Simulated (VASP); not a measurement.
A run of VASP 6.6.1 is set up as follows.

Contents of POSCAR:

```
MoS2
1.0
    3.1840544949      0.0000000000      0.0000000000
   -1.5920272474      2.7574720796      0.0000000000
    0.0000000000      0.0000000000     21.6955742604
Mo S
2 4
Direct
    0.6666666667      0.3333333333      0.1496969569
    0.3333333333      0.6666666667      0.8503030431
    0.3333333333      0.6666666667      0.2212357847
    0.6666666667      0.3333333333      0.9218760996
    0.3333333333      0.6666666667      0.0781239004
    0.6666666667      0.3333333333      0.7787642153
```

INCAR.step1

```
SYSTEM = MoS2
  PREC = Accurate
  ENCUT = 520
  ISMEAR = 0
  SIGMA = 0.02
  LREAL = .FALSE.
  LASPH = .TRUE.
  NELM = 100
  NBANDS = 35
  GGA = PE
  ALGO = Normal
  EDIFF = 1E-4
  LWAVE = .TRUE.
  LCHARG = .FALSE.
```

INCAR.step2

```
SYSTEM = MoS2
  PREC = Accurate
  ENCUT = 520
  EDIFF = 1E-6
  ISMEAR = 0
  SIGMA = 0.02
  LREAL = .FALSE.
  LASPH = .TRUE.
  NELM = 100
  ALGO = Normal
  ISIF = 2
  LWAVE = .FALSE.
  LCHARG = .FALSE.
  METAGGA = R2SCAN
  LMIXTAU = .TRUE.
  NBANDS = 35
  ISTART = 1
```

The input KPOINTS:

```
regular mesh
0
G
  12 12 2
  0 0 0
```

Potentials or basis: VASP PAW PBE potentials, release 64 (Mo_sv, S).

Command:

```console
$ cat potpaw_PBE.64/Mo_sv/POTCAR potpaw_PBE.64/S/POTCAR > POTCAR
$ cp INCAR.step1 INCAR
$ mpirun -np 1 vasp_std > vasp.out
$ cp INCAR.step2 INCAR
$ mpirun -np 1 vasp_std > vasp.out
```

**Question.** What does it give for the band gap on the k mesh?

**Answer.** 1.37 eV (least direct gap 1.75 eV).

**Question.** Predict the largest force.

**Answer.** 0.006 eV/Å.

Forces in eV/Å, atoms in the order of the input:
```
Mo   0.000  0.000  0.000
Mo   0.000  0.000  0.000
S    0.000  0.000  0.006
S    0.000  0.000  0.004
S    0.000  0.000 -0.004
S    0.000  0.000 -0.006
```

Caveat: there is no dipole correction, which matters where the two faces differ; the PAW data sets were made with another functional, which shifts forces and pressure a little.
